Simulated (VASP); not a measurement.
# Ge (Pmmm) in VASP: single point with PBE

Aim: the single point of Ge with PBE.

All numbers are computed with VASP 6.6.1; they aren't measurements. Logs are shortened: lines on timing, memory, paths and dates and some standing lists are left out, and cuts for length are marked.

## Step 1: The cell of the first run

It takes space group Pmmm (No. 47, orthorhombic). The conventional cell has a = 2.685 Å, b = 4.284 Å, c = 5.827 Å, α = 90.00°, β = 90.00°, γ = 90.00°. Ge (site symmetry mm2) has 6 Ge at 2.60 to 3.23 Å within 3.4 Å. Within 3.5 Å of Ge (site symmetry mmm) lie 6 Ge at 2.68 to 2.69 Å.

The cell was generated, and may not be a known phase.

## Step 2: Single point, PBE

The input, INCAR:

```
ALGO = Fast
EDIFF = 1E-6
ENCUT = 520
GGA = PE
ISIF = 2
ISMEAR = 0
LASPH = True
LCHARG = False
LREAL = False
LWAVE = False
NBANDS = 28
NELM = 100
PREC = Accurate
SIGMA = 0.1
```

The input, KPOINTS:

```
k-points
0
Gamma
  16 12 8
```

The input, POSCAR:

```
Ge
1.0
    2.6854305200      0.0000000000      0.0000000000
    0.0000000000      4.2838461649      0.0000000000
    0.0000000000      0.0000000000      5.8272427106
Ge
3
Direct
    0.0000000000      0.0000000000      0.2770185508
    0.0000000000      0.0000000000      0.7229814492
    0.0000000000      0.5000000000      0.0000000000
```

Potentials or basis: VASP PAW PBE potentials, release 64 (Ge_d).

Launch:

```sh
$ cat potpaw_PBE.64/Ge_d/POTCAR > POTCAR
$ mpirun -np 1 vasp_std > vasp.out
```

OUTCAR:

```text
EDIFF = 1E-6
   ENCUT = 520
   GGA = PE
   ISIF = 2
   ISMEAR = 0
   LASPH = True
   LREAL = False
   NELM = 100
   PREC = Accurate

 ion  position               nearest neighbor table
   1  0.000  0.000  0.277-   2 2.60   3 2.68   3 2.68
   2  0.000  0.000  0.723-   1 2.60   3 2.68   3 2.68
   3  0.000  0.500  0.000-   1 2.68   2 2.68   1 2.68   2 2.68

  LATTYP: Found a simple orthorhombic cell.
 ALAT       =     2.6854305200
 B/A-ratio  =     1.5952176506
 C/A-ratio  =     2.1699473016

  Lattice vectors:

 A1 = (   2.6854305200,   0.0000000000,   0.0000000000)
 A2 = (   0.0000000000,   4.2838461649,   0.0000000000)
 A3 = (   0.0000000000,   0.0000000000,   5.8272427106)

Analysis of symmetry for initial positions (statically):
=====================================================================
 Subroutine PRICEL returns:
 Original cell was already a primitive cell.

 Routine SETGRP: Setting up the symmetry group for a
 simple orthorhombic supercell.

 Subroutine GETGRP returns: Found  8 space group operations
 (whereof  8 operations were pure point group operations)
 out of a pool of  8 trial point group operations.

The static configuration has the point symmetry D_2h.

Analysis of symmetry for dynamics (positions and initial velocities):
=====================================================================
 Subroutine PRICEL returns:
 Original cell was already a primitive cell.

 Routine SETGRP: Setting up the symmetry group for a
 simple orthorhombic supercell.

 Subroutine GETGRP returns: Found  8 space group operations
 (whereof  8 operations were pure point group operations)
 out of a pool of  8 trial point group operations.

The dynamic configuration has the point symmetry D_2h.

 Subroutine INISYM returns: Found  8 space group operations
 (whereof  8 operations are pure point group operations),
 and found     1 'primitive' translations

----------------------------------------------------------------------------------------

                                     Primitive cell

  volume of cell :      67.0364

  direct lattice vectors                    reciprocal lattice vectors
     2.685430520  0.000000000  0.000000000     0.372379770  0.000000000  0.000000000
     0.000000000  4.283846165  0.000000000     0.000000000  0.233435086  0.000000000
     0.000000000  0.000000000  5.827242711     0.000000000  0.000000000  0.171607748

  length of vectors
     2.685430520  4.283846165  5.827242711     0.372379770  0.233435086  0.171607748
[... 77 lines left out ...]
   ISPIN  =      1    spin polarized calculation?
   LNONCOLLINEAR =      F non collinear calculations
   LSORBIT =      F    spin-orbit coupling
   LASPH  =      T    aspherical Exc in radial PAW
   ENCUT  =  520.0 eV  38.22 Ry    6.18 a.u.   4.99  7.97 10.83*2*pi/ulx,y,z
   NELM   =    100;   NELMIN=  2; NELMDL= -5     # of ELM steps
   EDIFF  = 0.1E-05   stopping-criterion for ELM
   LREAL  =      F    real-space projection
   EDIFFG = 0.1E-04   stopping-criterion for IOM
   NSW    =      0    number of steps for IOM
   IBRION =     -1    ionic relax: 0-MD 1-quasi-New 2-CG
   NFREE  =      0    steps in history (QN), initial steepest desc. (CG)
   ISIF   =      2    stress and relaxation
   ISYM   =      2    0-nonsym 1-usesym 2-fastsym
   POTIM  = 0.5000    time-step for ionic-motion
   TEBEG  =    0.0;   TEEND  =   0.0 temperature during run
   PSTRESS=    0.0 pullay stress
   NELECT =      42.0000    total number of electrons
   NUPDOWN=      -1.0000    fix difference up-down
   EMIN   =  10.00;   EMAX   =-10.00  energy-range for DOS
   EFERMI =   0.00;   METHOD = LEGACY
   ISMEAR =     0;   SIGMA  =   0.10  broadening in eV -4-tet -1-fermi 0-gaus
   EFERMI_NEDOS =   21; number of points for ismear=-14 and -15
   IALGO  =     68    algorithm
   IMIX   =      4    mixing-type and parameters
     AMIX     =   0.40;   BMIX     =  1.00
     AMIX_MAG =   1.60;   BMIX_MAG =  1.00
  volume/ion in A,a.u.               =      22.35       150.79
  Fermi-wavevector in a.u.,A,eV,Ry     =   1.400837  2.647198 26.699318  1.962345
  Thomas-Fermi vector in A             =   2.523758
   LORBIT       =      0    0 simple, 1 ext, 2 COOP (PROOUT), +10 PAW based schemes
   GGA     = PE    functional components
   LHFCALC =     F    Hartree Fock is set to
   AEXX    =    0.0000 exact exchange contribution
   IVDW    =     0    specifies the selected vdW correction
   LEPSILON=     F    determine dielectric tensor
   LRPA    =     F    only Hartree local field effects (RPA)
 non-spin polarized calculation
 RMM-DIIS sequential band-by-band and
 Gauss-broadening in eV      SIGMA  =   0.10
  energy-cutoff  :      520.00
  volume of cell :       67.04
 maximum number of plane-waves:      1832
 NGX is ok and might be reduce to    20
   NGX =  9   NGY = 15   NGZ = 21

 number of electron      41.9999937 magnetization

 Free energy of the ion-electron system (eV)
  ---------------------------------------------------
  ext. energy  EPLUGINS =         0.00000000
  ---------------------------------------------------
  free energy    TOTEN  =       -12.63972487 eV

  energy without entropy =      -12.63146435  energy(sigma->0) =      -12.63559461

 E-fermi :   4.7902     XC(G=0): -10.1400

 val. band max:        4.7873177244   @ k =   0.3750   0.1667   0.0000
 cond. band min:       4.7904145574   @ k =   0.3125   0.1667   0.3750
 fundamental gap:      0.0030968330
 Fermi energy:         4.7901621819

 k-point     1 :       0.0000    0.0000    0.0000
  band No.  band energies     occupation
      1     -19.8578      2.00000
      2     -19.7906      2.00000
      3     -19.7888      2.00000
      4     -19.7678      2.00000
      5     -19.7328      2.00000
      6     -19.7283      2.00000
[... 733 lines left out ...]
     27      11.7669      0.00000
     28      12.5486      0.00000

 [... further k-points ...]
[... 5 lines left out ...]
  --------------------------------------------------------------------------------------
  -------------------------------------------------------------------------------------
  Total        0.0070576     -0.0011046     -0.0086281     -0.0000000      0.0000000      0.0000000
  in kB        0.1686778     -0.0264008     -0.2062124     -0.0000000      0.0000000      0.0000000
  external PRESSURE =      -0.0213118 kB  Pullay stress =       0.0000000 kB

 VOLUME and BASIS-vectors are now :
 -----------------------------------------------------------------------------
  energy-cutoff  :      520.00
  volume of cell :       67.04
      direct lattice vectors                 reciprocal lattice vectors
     2.685430520  0.000000000  0.000000000     0.372379770  0.000000000  0.000000000
     0.000000000  4.283846165  0.000000000     0.000000000  0.233435086  0.000000000
     0.000000000  0.000000000  5.827242711     0.000000000  0.000000000  0.171607748

 POSITION                                       TOTAL-FORCE (eV/Angst)
 -----------------------------------------------------------------------------------
      0.00000      0.00000      1.61425         0.000000      0.000000      0.000788
      0.00000      0.00000      4.21299         0.000000      0.000000     -0.000788
      0.00000      2.14192      0.00000         0.000000      0.000000      0.000000
 -----------------------------------------------------------------------------------
    total drift:                               -0.000000      0.000000      0.000000

  FREE ENERGIE OF THE ION-ELECTRON SYSTEM (eV)
  ---------------------------------------------------
  free  energy   TOTEN  =       -12.6397248711 eV

  energy  without entropy=      -12.6314643468  energy(sigma->0) =      -12.63559461
```

It took 11 min on 1 thread of Oxide Virtual Turin-like, shared host; peak memory 0.47 GiB.

What came out:

```
Free energy            : -12.6397 eV
Pressure               : 0.0 GPa
Band gap on the k mesh : zero (bands 21 and 22 overlap by 3.17 eV)
```
